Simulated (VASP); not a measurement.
A run of VASP 6.6.1 is set up as follows.

File INCAR:

```
SYSTEM = BN
PREC     = Accurate       ! precision mode
ENCUT    = 600            ! plane-wave cutoff, eV
EDIFF    = 1E-6           ! SCF threshold, eV
ISMEAR   = -5             ! smearing method
SIGMA    = 0.05           ! smearing width, eV
LREAL    = .FALSE.        ! projectors in reciprocal space
LASPH    = .TRUE.         ! aspherical terms in the spheres
NELM     = 120            ! most SCF steps
ALGO     = Normal         ! electronic algorithm
ISIF     = 2              ! what is computed and relaxed
LWAVE    = .FALSE.        ! write WAVECAR
LCHARG   = .FALSE.        ! write CHGCAR
GGA      = PS             ! functional
NBANDS   = 26             ! bands
GGA_COMPAT= .FALSE.
```

The input KPOINTS:

```
regular mesh
0
G
  10 6 4
  0 0 0
```

File POSCAR:

```
BN
1.0
    2.5037762076      0.0000000000      0.0000000000
    0.0000000000      4.3366676023      0.0000000000
    0.0000000000      0.0000000000      7.0340970058
B N
4 4
Direct
    0.0000000000      0.3333333333      0.2358404000
    0.5000000000      0.8333333333      0.2592122699
    0.5000000000      0.1666666667      0.7358404000
    1.0000000000      0.6666666667      0.7592122699
    0.0000000000      0.3333333333      0.7547265727
    0.5000000000      0.8333333333      0.7490915638
    0.5000000000      0.1666666667      0.2547265727
    1.0000000000      0.6666666667      0.2490915638
```

Potentials or basis: VASP PAW PBE potentials, release 64 (B, N).

Launch:

```console
$ cat potpaw_PBE.64/B/POTCAR potpaw_PBE.64/N/POTCAR > POTCAR
$ mpirun -np 1 vasp_std > vasp.out
```

Q: Estimate the largest force.

A: 1.628 eV/Å.

Q: What does it give for the band gap on the k mesh?

A: 3.56 eV (least direct gap 3.98 eV).

Q: What does it give for the pressure?

A: -0.6 GPa.

Stress tensor (GPa, compression positive):
```
-0.21  0.00  0.00
 0.00 -0.23  0.00
 0.00  0.00 -1.45
```

Caveat: the PAW data sets were made with another functional, which shifts forces and pressure a little; this functional lacks dispersion, which binds the layers, so the pressure and a relaxed spacing across them are unreliable. Expect the measured gap to be larger: semilocal functionals such as PBEsol lack the derivative discontinuity.
